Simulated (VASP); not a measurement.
The system is C.

```
CELL_PARAMETERS angstrom
0.00000 1.93033 1.50566
1.93033 0.00000 1.50566
1.93033 1.93033 0.00000
ATOMIC_POSITIONS crystal
C 0.50000 0.50000 0.50000
C 0.75000 0.75000 0.75000
```

This cell differs from its parent crystal: ratio of the length along z to the lengths across it x 0.78, volume and fractional coordinates fixed.

Base run:

- Program: VASP 6.6.1
- Functional: PBEsol
- Potentials or basis: VASP PAW PBE potentials, release 64 (C)
- Cutoff: 520 eV
- k mesh: 12 × 12 × 12
- Occupations: gaussian, width 0.05 eV
- Spin: no spin polarisation

Its results: band gap on the k mesh zero (band 4 reaches 11.90 eV, above the bottom of band 5 at 10.20 eV); pressure 1.3 GPa.

Problem. The run is repeated on the same cell with these changes: potentials or basis from VASP PAW PBE potentials, release 64 (C) to VASP PAW PBE potentials, release 64 (C_h); cutoff from 520 eV to 910 eV; further incar settings from ALGO = Normal; EDIFF = 1e-07; NBANDS = 11 to ALGO = Normal; EDIFF = 1e-06; NBANDS = 11. What comes out?

Solution. Band gap on the k mesh zero (band 4 reaches 13.12 eV, above the bottom of band 5 at 11.43 eV); pressure 0.3 GPa.

Caveats: the PAW data sets were made with another functional, which shifts forces and pressure a little; the cutoff is under 1.25 times the usual one of these potentials, so pressure, stress and relaxed cells hold a basis-set (Pulay) error (some runs).
